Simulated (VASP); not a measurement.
Input of a VASP 6.6.1 run:

INCAR

```
PREC     = Accurate       # precision mode
ENCUT    = 600            # plane-wave cutoff, eV
EDIFF    = 1E-6           # SCF threshold, eV
ISMEAR   = -1             # smearing method
SIGMA    = 0.05           # smearing width, eV
LREAL    = False          # projectors in reciprocal space
LASPH    = True           # aspherical terms in the spheres
NELM     = 200            # most SCF steps
ALGO     = Normal         # electronic algorithm
ISIF     = 2              # what is computed and relaxed
LWAVE    = False          # write WAVECAR
LCHARG   = False          # write CHGCAR
MAGMOM   = 0 0 0 0 0 0 0 0 0 0 0 0 # initial moments
LORBIT   = 11             # projections on sites
LSORBIT  = True           # spin-orbit coupling
GGA_COMPAT= False        
LORBMOM  = True         
GGA      = PE             # functional
NBANDS   = 54             # bands
```

Contents of KPOINTS:

```
regular mesh
0
Gamma
  7 7 6
```

Contents of POSCAR:

```
PbO
1.0
    3.9632206696      0.0000000000      0.0000000000
    0.0000000000      3.9632206696      0.0000000000
    0.0000000000      0.0000000000      4.9763748258
Pb O
2 2
Direct
    0.5000000000      0.0000000000      0.7600000000
    0.0000000000      0.5000000000      0.2400000000
    0.5000000000      0.5000000000      0.0000000000
    0.0000000000      0.0000000000      0.0000000000
```

Potentials or basis: VASP PAW PBE potentials, release 64 (Pb_d, O).

Run with:

```console
$ cat potpaw_PBE.64/Pb_d/POTCAR potpaw_PBE.64/O/POTCAR > POTCAR
$ mpirun -np 1 vasp_ncl > vasp.out
```

Task: Estimate the largest force.

Result: 0.324 eV/Å.

Task: What does it give for the net moment?

Result: 0.00 μB per cell.

Stress tensor (GPa, compression positive):
```
5.11 0.00 0.00
0.00 5.11 0.00
0.00 0.00 3.93
```

Caveat: the cell stands under pressure.
